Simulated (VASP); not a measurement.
Runs of VASP 6.6.1 on Na. The structure is that of space group Im-3m (No. 229), or close to it. The cells are those of the table. 

```tsv
cell	k mesh	smearing	gap on the mesh (eV)	pressure (GPa)
a = 3.635 Å, angles 109.5°, 1 atom	11 × 11 × 11	fermi-dirac 0.2 eV	none	0.1
a = 3.635 Å, angles 109.5°, 1 atom	17 × 17 × 17	fermi-dirac 0.1 eV	none	0.0
a = 3.683 Å, angles 109.5°, 1 atom	17 × 17 × 17	fermi-dirac 0.1 eV	none	-0.3
a = 3.635 Å, angles 109.5°, 1 atom	5 × 5 × 5	fermi-dirac 0.1 eV	none	0.0
a = 3.635 Å, angles 109.5°, 1 atom	2 × 2 × 2	fermi-dirac 0.1 eV	none	2.0
a = 3.635 Å, angles 109.5°, 1 atom	11 × 11 × 11	fermi-dirac 0.03 eV	none	0.0
a = 3.635 Å, angles 109.5°, 1 atom	9 × 9 × 9	fermi-dirac 0.1 eV	none	0.0
a = 3.635 Å, angles 109.5°, 1 atom	4 × 4 × 4	fermi-dirac 0.1 eV	none	0.3
a = 3.635 Å, angles 109.5°, 1 atom	11 × 11 × 11	fermi-dirac 0.1 eV	none	0.0
a = 3.535 Å, angles 109.5°, 1 atom	17 × 17 × 17	fermi-dirac 0.1 eV	none	(a)
a = 3.635 Å, angles 109.5°, 1 atom	3 × 3 × 3	fermi-dirac 0.1 eV	none	(b)
```

Alike in all rows: task single point; level PBE; potentials or basis VASP PAW PBE potentials, release 64 (Na_pv); no spin polarisation; cutoff (eV) 520.

Fill in the values left out.

(a) 0.7; (b) -0.4.

Caveats: some runs use coarse meshes.

A gap of «none» marks levels without a gap at the run's occupations.
